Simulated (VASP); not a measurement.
Wanted: the native input for a VASP 6.6.1 run.

- Task: single point
- Functional: r2SCAN
- Potentials or basis: VASP PAW PBE potentials, release 64 (Ti_sv, O)
- Cutoff: 660 eV
- k mesh: 6 × 6 × 5
- Occupations: fermi-dirac, width 0.05 eV
- Spin: no spin polarisation
- Dipole correction: no
- Further INCAR settings: ALGO = Normal; EDIFF = 1e-06; NBANDS = 46

Crystal: TiO2.

```
Ti O
1.0
     5.55408    0.00000    0.00000
    -2.77704    4.80997    0.00000
     0.00000    0.00000    6.05123
Ti O
3 6
Direct
  0.46536 0.00000 0.33333
  0.00000 0.46536 0.66667
  0.53464 0.53464 0.00000
  0.58129 0.85451 0.11853
  0.72679 0.14549 0.54814
  0.27321 0.41871 0.78520
  0.85451 0.58129 0.88147
  0.14549 0.72679 0.45186
  0.41871 0.27321 0.21480
```

One way to write it, as run:

POSCAR

```
TiO2
1.0
    5.5540780171      0.0000000000      0.0000000000
   -2.7770390086      4.8099726574      0.0000000000
    0.0000000000      0.0000000000      6.0512299410
Ti O
3 6
Direct
    0.4653630150      0.0000000000      0.3333333333
    0.0000000000      0.4653630150      0.6666666667
    0.5346369850      0.5346369850      0.0000000000
    0.5812949853      0.8545053552      0.1185290390
    0.7267896302      0.1454946448      0.5481376277
    0.2732103698      0.4187050147      0.7851957057
    0.8545053552      0.5812949853      0.8814709610
    0.1454946448      0.7267896302      0.4518623723
    0.4187050147      0.2732103698      0.2148042943
```

INCAR.step1

```
SYSTEM = TiO2
PREC     = Accurate       ! precision mode
ENCUT    = 660            ! plane-wave cutoff, eV
ISMEAR   = -1             ! smearing method
SIGMA    = 0.05           ! smearing width, eV
LREAL    = .FALSE.        ! projectors in reciprocal space
LASPH    = .TRUE.         ! aspherical terms in the spheres
NELM     = 120            ! most SCF steps
NBANDS   = 46             ! bands
GGA      = PE             ! functional
ALGO     = Normal         ! electronic algorithm
EDIFF    = 1E-5           ! SCF threshold, eV
LWAVE    = .TRUE.         ! write WAVECAR
LCHARG   = .FALSE.        ! write CHGCAR
GGA_COMPAT= .FALSE.
```

INCAR.step2

```
SYSTEM = TiO2
PREC     = Accurate       ! precision mode
ENCUT    = 660            ! plane-wave cutoff, eV
EDIFF    = 1E-6           ! SCF threshold, eV
ISMEAR   = -1             ! smearing method
SIGMA    = 0.05           ! smearing width, eV
LREAL    = .FALSE.        ! projectors in reciprocal space
LASPH    = .TRUE.         ! aspherical terms in the spheres
NELM     = 120            ! most SCF steps
ALGO     = Normal         ! electronic algorithm
ISIF     = 2              ! what is computed and relaxed
LWAVE    = .FALSE.        ! write WAVECAR
LCHARG   = .TRUE.         ! write CHGCAR
METAGGA  = R2SCAN         ! meta-GGA
LMIXTAU  = .TRUE.       
LELF     = .TRUE.         ! ELF
LVHAR    = .TRUE.       
NBANDS   = 46             ! bands
ISTART   = 1            
GGA_COMPAT= .FALSE.
```

KPOINTS

```
Automatic mesh
0
G
  6 6 5
  0 0 0
```

Potentials or basis: VASP PAW PBE potentials, release 64 (Ti_sv, O).

Command:

```sh
$ cat potpaw_PBE.64/Ti_sv/POTCAR potpaw_PBE.64/O/POTCAR > POTCAR
$ cp INCAR.step1 INCAR
$ mpirun -np 1 vasp_std > vasp.out
$ cp INCAR.step2 INCAR
$ mpirun -np 1 vasp_std > vasp.out
```

Results of the run:

| Item | Value |
| --- | --- |
| Pressure | 0.6 GPa |
| Largest force | 0.063 eV/Å |
| Band gap on the k mesh | 4.12 eV (least direct gap 4.13 eV) |

Caveat: the PAW data sets were made with another functional, which shifts forces and pressure a little; an odd mesh through Γ misses points on the zone boundary, where band edges can lie.

It took 19 min on 1 thread of AMD EPYC 9R45 96-Core Processor (Zen 5), with other jobs on the host, peak memory 0.47 GiB.
